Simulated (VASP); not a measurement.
Here is a VASP 6.6.1 calculation.

Contents of POSCAR:

```
Li27H26I
1.0
    0.0000000000      6.0258581757      6.0258581757
    6.0258581757      0.0000000000      6.0258581757
    6.0258581757      6.0258581757      0.0000000000
Li I H
27 1 26
Direct
   -0.0005277226     -0.0005277226     -0.0005277226
   -0.0319338176     -0.0319338176      0.3652671510
   -0.0005277226     -0.0005277226      0.6682498346
   -0.0319338176      0.3652671510     -0.0319338176
   -0.0319338176      0.3652671510      0.3652671510
    0.0015933962      0.3317399372      0.6666666667
   -0.0005277226      0.6682498346     -0.0005277226
    0.0015933962      0.6666666667      0.3317399372
    0.0015933962      0.6666666667      0.6666666667
    0.3652671510     -0.0319338176     -0.0319338176
    0.3652671510     -0.0319338176      0.3652671510
    0.3317399372      0.0015933962      0.6666666667
    0.3652671510      0.3652671510     -0.0319338176
    0.3338610560      0.3338610560      0.3338610560
    0.3338610560      0.3338610560      0.6650834988
    0.3317399372      0.6666666667      0.0015933962
    0.3338610560      0.6650834988      0.3338610560
    0.3317399372      0.6666666667      0.6666666667
    0.6682498346     -0.0005277226     -0.0005277226
    0.6666666667      0.0015933962      0.3317399372
    0.6666666667      0.0015933962      0.6666666667
    0.6666666667      0.3317399372      0.0015933962
    0.6650834988      0.3338610560      0.3338610560
    0.6666666667      0.3317399372      0.6666666667
    0.6666666667      0.6666666667      0.0015933962
    0.6666666667      0.6666666667      0.3317399372
    0.6666666667      0.6666666667      0.6666666667
    0.1666666667      0.1666666667      0.1666666667
    0.1666666667      0.1666666667      0.5142666928
    0.1666666667      0.1666666667      0.8190666405
    0.1666666667      0.5142666928      0.1666666667
    0.1646712773      0.5006651298      0.5006651298
    0.1666666667      0.5142666928      0.8190666405
    0.1666666667      0.8190666405      0.1666666667
    0.1666666667      0.8190666405      0.5142666928
    0.1686620561      0.8326682035      0.8326682035
    0.5142666928      0.1666666667      0.1666666667
    0.5006651298      0.1646712773      0.5006651298
    0.5142666928      0.1666666667      0.8190666405
    0.5006651298      0.5006651298      0.1646712773
    0.5006651298      0.5006651298      0.5006651298
    0.5090371740      0.5090371740      0.8242961594
    0.5142666928      0.8190666405      0.1666666667
    0.5090371740      0.8242961594      0.5090371740
    0.5090371740      0.8242961594      0.8242961594
    0.8190666405      0.1666666667      0.1666666667
    0.8190666405      0.1666666667      0.5142666928
    0.8326682035      0.1686620561      0.8326682035
    0.8190666405      0.5142666928      0.1666666667
    0.8242961594      0.5090371740      0.5090371740
    0.8242961594      0.5090371740      0.8242961594
    0.8326682035      0.8326682035      0.1686620561
    0.8242961594      0.8242961594      0.5090371740
    0.8326682035      0.8326682035      0.8326682035
```

The input INCAR.step1:

```
SYSTEM = Li27H26I
  PREC = Accurate
  ENCUT = 520
  ISMEAR = -1
  SIGMA = 0.01
  LREAL = Auto
  LASPH = .True.
  NELM = 80
  NBANDS = 90
  GGA = PE
  ALGO = Normal
  EDIFF = 1E-4
  LWAVE = .True.
  LCHARG = .False.
```

Contents of INCAR.step2:

```
SYSTEM = Li27H26I
  PREC = Accurate
  ENCUT = 520
  EDIFF = 1E-8
  ISMEAR = -1
  SIGMA = 0.01
  LREAL = Auto
  LASPH = .True.
  NELM = 80
  ALGO = Normal
  ISIF = 2
  LWAVE = .False.
  LCHARG = .False.
  METAGGA = R2SCAN
  LMIXTAU = .True.
  LEFG = .True.
  NBANDS = 90
  ISTART = 1
```

File KPOINTS:

```
regular mesh
0
Gamma
  3 3 3
  0 0 0
```

Potentials or basis: VASP PAW PBE potentials, release 64 (Li_sv, I, H).

Run with:

```sh
$ cat potpaw_PBE.64/Li_sv/POTCAR potpaw_PBE.64/I/POTCAR potpaw_PBE.64/H/POTCAR > POTCAR
$ cp INCAR.step1 INCAR
$ mpirun -np 1 vasp_std > vasp.out
$ cp INCAR.step2 INCAR
$ mpirun -np 1 vasp_std > vasp.out
```

(1) What does it give for the band gap on the k mesh?

(2) What does it give for the largest force?

Answers

(1) 4.07 eV.

(2) 0.038 eV/Å.

Caveat: without QUAD_EFG the Cq values of the log hold for a quadrupole moment of 1 mb, not for the nuclei; the PAW data sets were made with another functional, which shifts forces and pressure a little; spin-orbit coupling is left out, which moves the levels of the heavy elements.
